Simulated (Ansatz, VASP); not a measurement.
**NaH in VASP and in Ansatz**

```
Na H
1.0
     3.41060    0.00000    0.00000
    -1.70530    2.95367    0.00000
     0.00000    0.00000    6.00060
Na H
2 2
Direct
  0.00000 0.00000 0.00000
  0.00000 0.00000 0.50000
  0.33333 0.66667 0.25000
  0.66667 0.33333 0.75000
```

Alike in both runs: task single point; functional PBE; k mesh 9 × 9 × 4; no spin polarisation.

|  | VASP | Ansatz |
| --- | --- | --- |
| version | VASP 6.6.1 | Ansatz 0.2.0 |
| potentials or method | VASP PAW PBE potentials, release 64 (Na_pv, H) | plane waves, PAW |
| plane-wave cutoff (eV) | 520 | 420 |
| occupations | gaussian, width 0.01 eV | fixed |
| valence electrons in the cell | 16 | 20 |

```tsv
	VASP	Ansatz	Ansatz less VASP
gap on the k mesh at the Fermi level (eV)	3.27	3.27	+0.001
pressure (GPa)	-1.2	-1.2	+0.03
traceless stress, the component that is largest in VASP (GPa)	-0.08	-0.08	-0.002
```

VASP's potentials hold 16 valence electrons a cell and Ansatz's 20, so a difference there can come from the potentials and not from the codes.
